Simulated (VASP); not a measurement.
Write the native input for VASP 6.6.1 that does the following.

- Task: relaxation of cell and atoms
- Functional: PBE
- Potentials or basis: VASP PAW PBE potentials, release 64 (Ru_pv, Al)
- Cutoff: 600 eV
- k mesh: 13 × 13 × 13
- Occupations: fermi-dirac, width 0.1 eV
- Spin: no spin polarisation
- Target pressure: 12 GPa
- Dipole correction: no
- Further INCAR settings: ALGO = Normal; EDIFF = 1e-07; IBRION = 2; EDIFFG = -0.005; NSW = 60; ISIF = 3

The structure of AlRu (rocksalt type) lies in POSCAR:

```
AlRu
1.0
    0.0000000000      2.4332629962      2.4332629962
    2.4332629962      0.0000000000      2.4332629962
    2.4332629962      2.4332629962      0.0000000000
Ru Al
1 1
Direct
    0.0000000000      0.0000000000      0.0000000000
    0.5000000000      0.5000000000      0.5000000000
```

These files were run (other wordings do the same):

INCAR

```
SYSTEM = AlRu
ALGO     = Normal         ! electronic algorithm
EDIFF    = 1E-7           ! SCF threshold, eV
EDIFFG   = -0.005         ! ionic threshold
ENCUT    = 600            ! plane-wave cutoff, eV
GGA      = PE             ! functional
IBRION   = 2              ! ionic algorithm
ISIF     = 3              ! what is computed and relaxed
ISMEAR   = -1             ! smearing method
LASPH    = .True.         ! aspherical terms in the spheres
LCHARG   = .False.        ! write CHGCAR
LREAL    = .False.        ! projectors in reciprocal space
LWAVE    = .False.        ! write WAVECAR
NELM     = 100            ! most SCF steps
NSW      = 60             ! ionic steps
PREC     = Accurate       ! precision mode
PSTRESS  = 120.0        
SIGMA    = 0.1            ! smearing width, eV
```

KPOINTS

```
k-points
0
Gamma
  13 13 13
  0 0 0
```

Potentials or basis: VASP PAW PBE potentials, release 64 (Ru_pv, Al).

Run with:

```bash
$ cat potpaw_PBE.64/Ru_pv/POTCAR potpaw_PBE.64/Al/POTCAR > POTCAR
$ mpirun -np 1 vasp_std > vasp.out
```

It gave:

The relaxed volume is 14.41 Å³/atom, the relaxed cell is a = 3.441 Å, b = 3.441 Å, c = 3.441 Å, α = 60.00°, β = 60.00°, γ = 60.00° and the space group after relaxing (to 0.05 Å) is Fm-3m (No. 225). The energy change on relaxing (the enthalpy is what falls) is -0.3 meV/atom, the ionic steps are 3 and the pressure after relaxing is 12.0 GPa.

Caveat: the cell is relaxed towards a set pressure, so the enthalpy falls and the energy may rise.

Run time: 46 s on 1 thread of Intel Xeon 6975P-C (shared host), peak memory 0.18 GiB.
